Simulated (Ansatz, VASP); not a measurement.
## P: VASP beside Ansatz

POSCAR

```
P
1.0
    1.6582000000     -5.2420000000      0.0000000000
    1.6582000000      5.2420000000      0.0000000000
    0.0000000000      0.0000000000      4.3793000000
P
4
Direct
    0.8983800000      0.1016200000      0.0806800000
    0.6016200000      0.3983800000      0.5806800000
    0.1016200000      0.8983800000      0.9193200000
    0.3983800000      0.6016200000      0.4193200000
```

File INCAR.step1:

```
PREC = Accurate
ENCUT = 520
ISMEAR = 0
SIGMA = 0.03
LREAL = F
LASPH = T
NELM = 60
NBANDS = 18
GGA = PE
ALGO = Normal
EDIFF = 1E-4
LWAVE = T
LCHARG = F
```

The input INCAR.step2:

```
PREC = Accurate
ENCUT = 520
EDIFF = 1E-6
ISMEAR = 0
SIGMA = 0.03
LREAL = F
LASPH = T
NELM = 60
ALGO = Normal
ISIF = 2
LWAVE = F
LCHARG = F
METAGGA = R2SCAN
LMIXTAU = T
NBANDS = 18
ISTART = 1
```

KPOINTS

```
Automatic mesh
0
Gamma
  10 10 8
```

Input for Ansatz:

```yaml
crystal:
  lattice:
    - [1.6582, -5.242, 0.0]
    - [1.6582, 5.242, 0.0]
    - [0.0, 0.0, 4.3793]
  atoms:
    - { symbol: P, position: [0.89838, 0.10162, 0.08068] }
    - { symbol: P, position: [0.60162, 0.39838, 0.58068] }
    - { symbol: P, position: [0.10162, 0.89838, 0.91932] }
    - { symbol: P, position: [0.39838, 0.60162, 0.41932] }
scf:
  occupations: { method: gaussian, width: 0.03 }
output:
  eigenstates:
    kpoints:
      - [0.0, 0.0, 0.0]
      - [-0.025, 0.025, 0.0]
      - [-0.05, 0.05, 0.0]
      - [-0.075, 0.075, 0.0]
      - [-0.1, 0.1, 0.0]
      - [-0.125, 0.125, 0.0]
      - [-0.15, 0.15, 0.0]
      - [-0.175, 0.175, 0.0]
      - [-0.2, 0.2, 0.0]
      - [-0.225, 0.225, 0.0]
      - [-0.25, 0.25, 0.0]
      - [-0.275, 0.275, 0.0]
      - [-0.3, 0.3, 0.0]
      - [-0.325, 0.325, 0.0]
      - [-0.35, 0.35, 0.0]
      - [-0.375, 0.375, 0.0]
      - [-0.4, 0.4, 0.0]
      - [-0.425, 0.425, 0.0]
      - [-0.45, 0.45, 0.0]
      - [-0.475, 0.475, 0.0]
      - [-0.5, 0.5, 0.0]
      - [0.006, 0.006, 0.0]
      - [0.012, 0.012, 0.0]
      - [0.018, 0.018, 0.0]
      - [0.024, 0.024, 0.0]
      - [0.03, 0.03, 0.0]
      - [0.036, 0.036, 0.0]
      - [0.042, 0.042, 0.0]
      - [0.048, 0.048, 0.0]
      - [0.0, 0.0, 0.008]
      - [0.0, 0.0, 0.016]
      - [0.0, 0.0, 0.024]
      - [0.0, 0.0, 0.032]
      - [0.0, 0.0, 0.04]
      - [0.0, 0.0, 0.048]
      - [0.0, 0.0, 0.056]
      - [0.0, 0.0, 0.064]
      - [-0.494, 0.506, 0.0]
      - [-0.488, 0.512, 0.0]
      - [-0.482, 0.518, 0.0]
      - [-0.476, 0.524, 0.0]
      - [-0.47, 0.53, 0.0]
      - [-0.464, 0.536, 0.0]
      - [-0.458, 0.542, 0.0]
      - [-0.452, 0.548, 0.0]
      - [-0.5, 0.5, 0.008]
      - [-0.5, 0.5, 0.016]
      - [-0.5, 0.5, 0.024]
      - [-0.5, 0.5, 0.032]
      - [-0.5, 0.5, 0.04]
      - [-0.5, 0.5, 0.048]
      - [-0.5, 0.5, 0.056]
      - [-0.5, 0.5, 0.064]
hamiltonian:
  xc: r2scan
kpoints:
  mp_grid: { grid: [10, 10, 8] }
```

Alike in both runs: task single point; functional r2SCAN; k mesh 10 × 10 × 8; occupations gaussian, width 0.03 eV; no spin polarisation.

```csv
,VASP,Ansatz
version,VASP 6.6.1,Ansatz 0.2.0
potentials or method,"VASP PAW PBE potentials, release 64 (P)","scalar-relativistic, plane waves, PAW"
plane-wave cutoff (eV),520,500
valence electrons in the cell,20,20
```

```csv
,VASP,Ansatz,Ansatz less VASP
gap on the k mesh at the Fermi level (eV),0.15,0.18,+0.025
least direct gap on the mesh (eV),0.15,0.18,+0.025
```

VASP's potentials were made for PBE, not for r2SCAN. With one functional, cell and mesh, what is left measures potentials, basis and numerics.
